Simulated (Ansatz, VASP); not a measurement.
## One calculation of Cu5Ni, two programs

INCAR

```
SYSTEM = Cu5Ni
ALGO = Fast
EDIFF = 1E-7
ENCUT = 520
GGA = PE
ISIF = 2
ISMEAR = 0
LASPH = .TRUE.
LCHARG = .FALSE.
LREAL = .FALSE.
LWAVE = .FALSE.
NBANDS = 42
NELM = 80
PREC = Accurate
SIGMA = 0.1
```

Contents of KPOINTS:

```
k-points
0
G
  12 12 10
  0 0 0
```

The input POSCAR:

```
Cu5Ni
1.0
    4.4094511177     -0.0000000289      0.0000000000
   -2.2047255338      3.8186966991      0.0000000000
    0.0000000000      0.0000000000      4.1869738000
Cu Ni
5 1
Direct
    0.3295950000      0.3295950000      0.0000000000
    0.0000000000      0.6704050000      0.0000000000
    0.6704050000      0.0000000000      0.0000000000
    0.6666666667      0.3333333333      0.5000000000
    0.3333333333      0.6666666667      0.5000000000
    0.0000000000      0.0000000000      0.5000000000
```

Input for Ansatz:

```yaml
crystal:
  lattice:
    - [4.4094511177, -2.89e-08, 0.0]
    - [-2.2047255338, 3.8186966991, 0.0]
    - [0.0, 0.0, 4.1869738]
  atoms:
    - { symbol: Cu, position: [0.329595, 0.329595, 0.0] }
    - { symbol: Cu, position: [0.0, 0.670405, 0.0] }
    - { symbol: Cu, position: [0.670405, 0.0, 0.0] }
    - { symbol: Cu, position: [0.6666666667, 0.3333333333, 0.5] }
    - { symbol: Cu, position: [0.3333333333, 0.6666666667, 0.5] }
    - { symbol: Ni, position: [0.0, 0.0, 0.5] }
basis:
  ecutwfc: 420
kpoints:
  mp_grid: { grid: [12, 12, 10] }
  band_path:
    path:
      - [[0.0, 0.0, 0.0], [0.5, 0.0, 0.0], [0.33333333, 0.33333333, 0.0], [0.0, 0.0, 0.0], [0.0, 0.0, 0.5], [0.5, 0.0, 0.5], [0.33333333, 0.33333333, 0.5], [0.0, 0.0, 0.5]]
      - [[0.5, 0.0, 0.5], [0.5, 0.0, 0.0]]
      - [[0.33333333, 0.33333333, 0.5], [0.33333333, 0.33333333, 0.0]]
    npoints: 14
hamiltonian:
  xc: pbe
scf:
  occupations: { method: gaussian, width: 0.1 }
  n_extra_bands: 15
output:
  forces: true
  stress: true
  eigenvalues: true
  populations: true
  dos: { projected: true, de: 0.02, nscf_kmesh: { grid: [15, 15, 12] } }
  bader: true
  write_density: true
  write_potential: true
  elf: true
  volumetric_format: npy
```

Alike in both runs: task single point; functional PBE; k mesh 12 × 12 × 10; occupations gaussian, width 0.1 eV; no spin polarisation.

|  | VASP | Ansatz |
| --- | --- | --- |
| version | VASP 6.6.1 | Ansatz 0.2.0 |
| potentials or method | VASP PAW PBE potentials, release 64 (Cu, Ni), cutoff 520 eV | scalar-relativistic, plane waves, PAW |
| valence electrons in the cell | 65 | 113 |

Ansatz gave:

| Property | Result |
| --- | --- |
| gap on the k mesh at the Fermi level (eV) | none |
| pressure (GPa) | 0.0 |

Q: Which values does VASP return?

A: gap on the k mesh at the Fermi level (eV): none; pressure (GPa): 0.5.

A gap of «none» marks a metal or a gap that the smearing closes. VASP's potentials hold 65 valence electrons a cell and Ansatz's 113, so a difference there can come from the potentials and not from the codes.
